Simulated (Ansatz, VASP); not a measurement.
# Ta in VASP and in Ansatz

```
Ta
1.0
    -1.41251    1.41251    2.21171
     1.41251   -1.41251    2.21171
     1.41251    1.41251   -2.21171
Ta
1
Direct
  0.00000 0.00000 0.00000
```

Alike in both runs: task single point; functional PBEsol; k mesh 22 × 22 × 22; occupations gaussian, width 0.15 eV; no spin polarisation.

|  | VASP | Ansatz |
| --- | --- | --- |
| version | VASP 6.6.1 | Ansatz 0.2.0 |
| potentials or method | VASP PAW PBE potentials, release 64 (Ta_pv), cutoff 520 eV | scalar-relativistic, plane waves, PAW |
| valence electrons in the cell | 11 | 13 |

|  | VASP | Ansatz | Ansatz less VASP |
| --- | --- | --- | --- |
| gap on the k mesh at the Fermi level (eV) | none | none | - |
| pressure (GPa) | 5.2 | 5.1 | -0.19 |
| traceless stress, the component that is largest in VASP (GPa) | 6.86 | 6.85 | -0.003 |

VASP's potentials were made for PBE, not for PBEsol, and Ansatz warns of the same on its side. A gap of «none» marks a metal or a gap that the smearing closes. VASP's potentials hold 11 valence electrons a cell and Ansatz's 13, so a difference there can come from the potentials and not from the codes.

Neither program's run includes spin-orbit coupling.
